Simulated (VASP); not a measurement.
# WSe2 in VASP: further runs

WSe2 is run at these levels: PBEsol; tasks: single point.

All numbers are computed with VASP 6.6.1; they aren't measurements. Logs are shortened: lines on timing, memory, paths and dates and some standing lists are left out, and cuts for length are marked.

## Step 1: The cell of the first run

The cell holds a slab with vacuum, 3 atoms: a = 3.318 Å, b = 3.318 Å, c = 16.658 Å, α = 90.00°, β = 90.00°, γ = 120.00°.

## Step 2: Single point, PBEsol (one atom moved)

INCAR reads:

```
SYSTEM = WSe2
PREC = Accurate ; ENCUT = 520
EDIFF = 1E-6 ; ISMEAR = 0
SIGMA = 0.02 ; LREAL = .False.
LASPH = .True. ; NELM = 60
ALGO = Normal ; ISIF = 2
LWAVE = .False. ; LCHARG = .True.
GGA = PS ; LELF = .True.
LVHAR = .True. ; NBANDS = 20
```

KPOINTS reads:

```
Automatic mesh
0
Gamma
  9 9 2
  0 0 0
```

POSCAR reads:

```
WSe2
1.0
    3.3179375931      0.0000000000      0.0000000000
   -1.6589687966      2.8734182438      0.0000000000
    0.0000000000      0.0000000000     16.6581424200
W Se
1 2
Direct
    0.0000000000      0.0000000000      0.0000000000
    0.3333333300      0.6666666700      0.0997865200
    0.3333333300      0.6666666700      0.9056162433
```

Potentials or basis: VASP PAW PBE potentials, release 64 (W_sv, Se).

Run with:

```console
$ cat potpaw_PBE.64/W_sv/POTCAR potpaw_PBE.64/Se/POTCAR > POTCAR
$ mpirun -np 1 vasp_std > vasp.out
```

OUTCAR:

```text
SYSTEM = WSe2
   PREC = Accurate
   ENCUT = 520
   EDIFF = 1E-6
   ISMEAR = 0
   LREAL = .False.
   LASPH = .True.
   NELM = 60
   ISIF = 2
   GGA = PS

 ion  position               nearest neighbor table
   1  0.000  0.000  0.000-   3 2.48   3 2.48   3 2.48   2 2.54   2 2.54   2 2.54
   2  0.333  0.667  0.100-   1 2.54   1 2.54   1 2.54
   3  0.333  0.667  0.906-   1 2.48   1 2.48   1 2.48

  LATTYP: Found a hexagonal cell.
 ALAT       =     3.3179375931
 C/A-ratio  =     5.0206316281

  Lattice vectors:

 A1 = (   3.3179375931,   0.0000000000,   0.0000000000)
 A2 = (  -1.6589687966,   2.8734182438,   0.0000000000)
 A3 = (   0.0000000000,   0.0000000000,  16.6581424200)

Analysis of symmetry for initial positions (statically):
=====================================================================
 Subroutine PRICEL returns:
 Original cell was already a primitive cell.

 Routine SETGRP: Setting up the symmetry group for a
 hexagonal supercell.

 Subroutine GETGRP returns: Found  6 space group operations
 (whereof  6 operations were pure point group operations)
 out of a pool of 24 trial point group operations.

The static configuration has the point symmetry C_3v.

Analysis of symmetry for dynamics (positions and initial velocities):
=====================================================================
 Subroutine PRICEL returns:
 Original cell was already a primitive cell.

 Routine SETGRP: Setting up the symmetry group for a
 hexagonal supercell.

 Subroutine GETGRP returns: Found  6 space group operations
 (whereof  6 operations were pure point group operations)
 out of a pool of 24 trial point group operations.

The dynamic configuration has the point symmetry C_3v.

 Subroutine INISYM returns: Found  6 space group operations
 (whereof  6 operations are pure point group operations),
 and found     1 'primitive' translations

----------------------------------------------------------------------------------------

                                     Primitive cell

  volume of cell :     158.8158

  direct lattice vectors                    reciprocal lattice vectors
     3.317937593  0.000000000  0.000000000     0.301392046  0.174008779  0.000000000
    -1.658968797  2.873418244  0.000000000     0.000000000  0.348017558  0.000000000
     0.000000000  0.000000000 16.658142420     0.000000000  0.000000000  0.060030703

  length of vectors
     3.317937593  3.317937593 16.658142420     0.348017558  0.348017558  0.060030703

  position of ions in fractional coordinates (direct lattice)
     0.000000000  0.000000000  0.000000000
     0.333333330  0.666666670  0.099786520
     0.333333330  0.666666670  0.905616243

  ion indices of the primitive-cell ions
   primitive index   ion index
                 1           1
                 2           2
                 3           3

----------------------------------------------------------------------------------------

 KPOINTS: Automatic mesh

Automatic generation of k-mesh.
 Grid dimensions read from file:
 generate k-points for:    9    9    2

 Generating k-lattice:

  Cartesian coordinates                     Fractional coordinates (reciprocal lattice)
     0.033488005  0.019334309  0.000000000     0.111111111  0.000000000  0.000000000
     0.000000000  0.038668618  0.000000000     0.000000000  0.111111111  0.000000000
     0.000000000  0.000000000  0.030015351     0.000000000  0.000000000  0.500000000

  Length of vectors
     0.038668618  0.038668618  0.030015351

  Shift w.r.t. Gamma in fractional coordinates (k-lattice)
     0.000000000  0.000000000  0.000000000

 Subroutine IBZKPT returns following result:
 ===========================================

 Found     24 irreducible k-points:

 Following reciprocal coordinates:
            Coordinates               Weight
  0.000000  0.000000  0.000000      1.000000
  0.111111 -0.000000  0.000000      6.000000
  0.222222  0.000000  0.000000      6.000000
  0.333333 -0.000000  0.000000      6.000000
  0.444444  0.000000  0.000000      6.000000
  0.111111  0.111111  0.000000      6.000000
[... 16 lines left out ...]
  0.333333  0.222222  0.500000     12.000000
  0.333333  0.333333  0.500000      2.000000
   k-points           NKPTS =     24   k-points in BZ     NKDIM =     24   number of bands    NBANDS=     20
   number of dos      NEDOS =    301   number of ions     NIONS =      3
   total plane-waves  NPLWV =  98784
   dimension x,y,z NGX =    28 NGY =   28 NGZ =  126
   dimension x,y,z NGXF=    56 NGYF=   56 NGZF=  252
   ions per type =               1   2
   NGX,Y,Z   is equivalent  to a cutoff of  14.03, 14.03, 12.57 a.u.
   NGXF,Y,Z  is equivalent  to a cutoff of  28.06, 28.06, 25.15 a.u.
 SYSTEM =  WSe2
   PREC   = accura    normal or accurate (medium, high low for compatibility)
   ISTART =      0    job   : 0-new  1-cont  2-samecut
   ICHARG =      2    charge: 1-file 2-atom 10-const
   ISPIN  =      1    spin polarized calculation?
   LNONCOLLINEAR =      F non collinear calculations
   LSORBIT =      F    spin-orbit coupling
   LASPH  =      T    aspherical Exc in radial PAW
   ENCUT  =  520.0 eV  38.22 Ry    6.18 a.u.   6.17  6.17 30.97*2*pi/ulx,y,z
   NELM   =     60;   NELMIN=  2; NELMDL= -5     # of ELM steps
   EDIFF  = 0.1E-05   stopping-criterion for ELM
   LREAL  =      F    real-space projection
   EDIFFG = 0.1E-04   stopping-criterion for IOM
   NSW    =      0    number of steps for IOM
   IBRION =     -1    ionic relax: 0-MD 1-quasi-New 2-CG
   NFREE  =      0    steps in history (QN), initial steepest desc. (CG)
   ISIF   =      2    stress and relaxation
   ISYM   =      2    0-nonsym 1-usesym 2-fastsym
   POTIM  = 0.5000    time-step for ionic-motion
   TEBEG  =    0.0;   TEEND  =   0.0 temperature during run
   PSTRESS=    0.0 pullay stress
   NELECT =      26.0000    total number of electrons
   NUPDOWN=      -1.0000    fix difference up-down
   EMIN   =  10.00;   EMAX   =-10.00  energy-range for DOS
   EFERMI =   0.00;   METHOD = LEGACY
   ISMEAR =     0;   SIGMA  =   0.02  broadening in eV -4-tet -1-fermi 0-gaus
   EFERMI_NEDOS =   21; number of points for ismear=-14 and -15
   IALGO  =     38    algorithm
   IMIX   =      4    mixing-type and parameters
     AMIX     =   0.40;   BMIX     =  1.00
     AMIX_MAG =   1.60;   BMIX_MAG =  1.00
  volume/ion in A,a.u.               =      52.94       357.25
  Fermi-wavevector in a.u.,A,eV,Ry     =   0.895574  1.692389 10.912587  0.802053
  Thomas-Fermi vector in A             =   2.017923
   LORBIT       =      0    0 simple, 1 ext, 2 COOP (PROOUT), +10 PAW based schemes
   GGA     = PS    functional components
   LHFCALC =     F    Hartree Fock is set to
   AEXX    =    0.0000 exact exchange contribution
   IVDW    =     0    specifies the selected vdW correction
   LEPSILON=     F    determine dielectric tensor
   LRPA    =     F    only Hartree local field effects (RPA)
 non-spin polarized calculation
 Gauss-broadening in eV      SIGMA  =   0.02
  energy-cutoff  :      520.00
  volume of cell :      158.82
 maximum number of plane-waves:      4298
 NGX is ok and might be reduce to    28
   NGX = 13   NGY = 13   NGZ = 61

 number of electron      25.9999999 magnetization

 Free energy of the ion-electron system (eV)
  ---------------------------------------------------
  ext. energy  EPLUGINS =         0.00000000
  ---------------------------------------------------
  free energy    TOTEN  =       -23.15628223 eV

  energy without entropy =      -23.15628223  energy(sigma->0) =      -23.15628223

 E-fermi :  -0.9757     XC(G=0):  -4.7467

 val. band max:       -1.0635030114   @ k =   0.3333   0.3333   0.0000
 cond. band min:       0.3584056409   @ k =   0.3333   0.3333   0.5000
 fundamental gap:      1.4219086523
 Fermi energy:        -0.9757432852

 k-point     1 :       0.0000    0.0000    0.0000
  band No.  band energies     occupation
      1     -74.9647      2.00000
      2     -39.2124      2.00000
      3     -39.1217      2.00000
      4     -39.1217      2.00000
      5     -15.9131      2.00000
      6     -14.4483      2.00000
[... 12 lines left out ...]
     19       4.1271      0.00000
     20       4.1784      0.00000

 k-point     2 :       0.1111   -0.0000    0.0000
  band No.  band energies     occupation
      1     -74.9637      2.00000
      2     -39.2073      2.00000
      3     -39.1480      2.00000
      4     -39.1278      2.00000
      5     -15.7304      2.00000
      6     -14.3663      2.00000
[... 12 lines left out ...]
     19       4.3647      0.00000
     20       4.7843      0.00000

 k-point     3 :       0.2222    0.0000    0.0000
  band No.  band energies     occupation
      1     -74.9609      2.00000
      2     -39.2143      2.00000
      3     -39.1940      2.00000
      4     -39.1433      2.00000
      5     -15.2295      2.00000
      6     -14.1427      2.00000
[... 12 lines left out ...]
     19       5.0045      0.00000
     20       5.6854      0.00000

 k-point     4 :       0.3333   -0.0000    0.0000
  band No.  band energies     occupation
      1     -74.9577      2.00000
      2     -39.2883      2.00000
      3     -39.1793      2.00000
      4     -39.1608      2.00000
      5     -14.5663      2.00000
      6     -13.8521      2.00000
[... 12 lines left out ...]
     19       5.6481      0.00000
     20       5.8210      0.00000

 k-point     5 :       0.4444    0.0000    0.0000
  band No.  band energies     occupation
      1     -74.9556      2.00000
      2     -39.3362      2.00000
      3     -39.1722      2.00000
      4     -39.1696      2.00000
      5     -14.0508      2.00000
      6     -13.6298      2.00000
[... 12 lines left out ...]
     19       6.1067      0.00000
     20       6.1960      0.00000

 k-point     6 :       0.1111    0.1111    0.0000
  band No.  band energies     occupation
      1     -74.9617      2.00000
      2     -39.1986      2.00000
      3     -39.1914      2.00000
      4     -39.1409      2.00000
      5     -15.3879      2.00000
      6     -14.2129      2.00000
[... 12 lines left out ...]
     19       4.8094      0.00000
     20       5.6031      0.00000

 k-point     7 :       0.2222    0.1111    0.0000
  band No.  band energies     occupation
      1     -74.9587      2.00000
      2     -39.2567      2.00000
      3     -39.1841      2.00000
      4     -39.1628      2.00000
      5     -14.7994      2.00000
      6     -13.9510      2.00000
[... 12 lines left out ...]
     19       5.5977      0.00000
     20       6.2686      0.00000
[... 277 lines left out ...]
 k-point    20 :       0.3333    0.1111    0.5000
  band No.  band energies     occupation
      1     -74.9561      2.00000
      2     -39.3127      2.00000
      3     -39.1822      2.00000
      4     -39.1718      2.00000
      5     -14.1886      2.00000
      6     -13.6823      2.00000
[... 12 lines left out ...]
     19       6.1958      0.00000
     20       6.3705      0.00000

 k-point    21 :       0.4444    0.1111    0.5000
  band No.  band energies     occupation
      1     -74.9551      2.00000
      2     -39.3345      2.00000
      3     -39.1899      2.00000
      4     -39.1670      2.00000
      5     -13.9139      2.00000
      6     -13.5592      2.00000
[... 12 lines left out ...]
     19       6.8232      0.00000
     20       7.0960      0.00000

 k-point    22 :       0.2222    0.2222    0.5000
  band No.  band energies     occupation
      1     -74.9563      2.00000
      2     -39.2928      2.00000
      3     -39.1969      2.00000
      4     -39.1727      2.00000
      5     -14.2463      2.00000
      6     -13.7006      2.00000
[... 12 lines left out ...]
     19       6.3049      0.00000
     20       6.3539      0.00000

 k-point    23 :       0.3333    0.2222    0.5000
  band No.  band energies     occupation
      1     -74.9547      2.00000
      2     -39.3103      2.00000
      3     -39.2251      2.00000
      4     -39.1653      2.00000
      5     -13.8391      2.00000
      6     -13.5068      2.00000
[... 12 lines left out ...]
     19       6.5140      0.00000
     20       7.3235      0.00000

 k-point    24 :       0.3333    0.3333    0.5000
  band No.  band energies     occupation
      1     -74.9542      2.00000
      2     -39.2895      2.00000
      3     -39.2620      2.00000
      4     -39.1627      2.00000
      5     -13.6995      2.00000
      6     -13.4270      2.00000
[... 12 lines left out ...]
     19       5.3913      0.00000
     20       7.7781      0.00000

------------------------ aborting loop because EDIFF is reached ----------------------------------------

  FORCE on cell =-STRESS in cart. coord.  units (eV):
  Direction    XX          YY          ZZ          XY          YZ          ZX
  --------------------------------------------------------------------------------------
  -------------------------------------------------------------------------------------
  Total       -0.1557952     -0.1557952      2.5097727      0.0000000     -0.0000000      0.0000000
  in kB       -1.5717045     -1.5717045     25.3192796      0.0000000     -0.0000000      0.0000000
  external PRESSURE =       7.3919569 kB  Pullay stress =       0.0000000 kB

 VOLUME and BASIS-vectors are now :
 -----------------------------------------------------------------------------
  energy-cutoff  :      520.00
  volume of cell :      158.82
      direct lattice vectors                 reciprocal lattice vectors
     3.317937593  0.000000000  0.000000000     0.301392046  0.174008779  0.000000000
    -1.658968797  2.873418244  0.000000000     0.000000000  0.348017558  0.000000000
     0.000000000  0.000000000 16.658142420     0.000000000  0.000000000  0.060030703

 POSITION                                       TOTAL-FORCE (eV/Angst)
 -----------------------------------------------------------------------------------
      0.00000      0.00000      0.00000         0.000000     -0.000000      1.420748
     -0.00000      1.91561      1.66226        -0.000000      0.000000      0.088838
     -0.00000      1.91561     15.08588         0.000000     -0.000000     -1.509586
 -----------------------------------------------------------------------------------
    total drift:                                0.000011     -0.000006      0.000259

  FREE ENERGIE OF THE ION-ELECTRON SYSTEM (eV)
  ---------------------------------------------------
  free  energy   TOTEN  =       -23.1562822260 eV

  energy  without entropy=      -23.1562822260  energy(sigma->0) =      -23.15628223
```

Wall time 3.6 min (1 thread of AMD EPYC 7R13, shared host); peak memory 0.3 GiB.

Results:

- Free energy: -23.1563 eV
- Largest force: 1.510 eV/Å
- Band gap on the k mesh: 1.42 eV

Forces in eV/Å, atoms in the order of the input:
```
W    0.000  0.000  1.421
Se   0.000  0.000  0.089
Se   0.000  0.000 -1.510
```

Caveat: the cell differs from its parent crystal (one atom moved); there is no dipole correction, which matters where the two faces differ; the PAW data sets were made with another functional, which shifts forces and pressure a little; spin-orbit coupling is left out, which moves the levels of the heavy elements.

## Step 3: Single point, PBEsol

This run uses another cell than the first one.

INCAR reads:

```
SYSTEM = WSe2
ALGO = Normal ; EDIFF = 1E-7
ENCUT = 520 ; GGA = PS
ISIF = 2 ; ISMEAR = 0
LASPH = .TRUE. ; LCHARG = .FALSE.
LREAL = .FALSE. ; LWAVE = .FALSE.
NBANDS = 20 ; NELM = 60
PREC = Accurate ; SIGMA = 0.02
```

KPOINTS reads:

```
k-points
0
G
  12 12 2
  0 0 0
```

POSCAR reads:

```
WSe2
1.0
    3.2702526784      0.0000000000      0.0000000000
   -1.6351263392      2.8321218963      0.0000000000
    0.0000000000      0.0000000000     16.6612169706
W Se
1 2
Direct
    0.0000000000      0.0000000000      0.0000000000
    0.3333333333      0.6666666667      0.1003992721
    0.3333333333      0.6666666667      0.8996007279
```

Potentials or basis: VASP PAW PBE potentials, release 64 (W_sv, Se).

Run with:

```console
$ cat potpaw_PBE.64/W_sv/POTCAR potpaw_PBE.64/Se/POTCAR > POTCAR
$ mpirun -np 1 vasp_std > vasp.out
```

It took 3.9 min on 1 thread of AMD EPYC 7R13, shared host; peak memory 0.28 GiB.

It converged, with:

* Free energy: -23.2350 eV
* Largest force: 0.060 eV/Å
* Band gap on the k mesh: 1.69 eV

Forces in eV/Å, atoms in the order of the input:
```
W    0.000  0.000  0.000
Se   0.000  0.000  0.060
Se   0.000  0.000 -0.060
```

Levels at points of the mesh, in eV from the valence-band top:
```
           k point  band 9  band 10  band 11  band 12  band 13  band 14  band 15  band 16  band 17  band 18
(0.00, 0.00, 0.00)   -2.34    -2.25    -1.18    -1.18    -0.41     3.06     3.06     3.26     3.26     4.36
(0.50, 0.00, 0.00)   -4.25    -3.00    -2.18    -1.02    -0.85     2.53     2.86     3.76     4.45     4.53
(0.00, 0.00, 0.50)   -2.34    -2.25    -1.18    -1.18    -0.41     3.06     3.06     3.26     3.26     4.45
(0.50, 0.00, 0.50)   -4.25    -3.00    -2.18    -1.02    -0.85     2.53     2.86     3.76     4.45     4.53
```

Caveat: there is no dipole correction, which matters where the two faces differ; the PAW data sets were made with another functional, which shifts forces and pressure a little; spin-orbit coupling is left out, which moves the levels of the heavy elements.
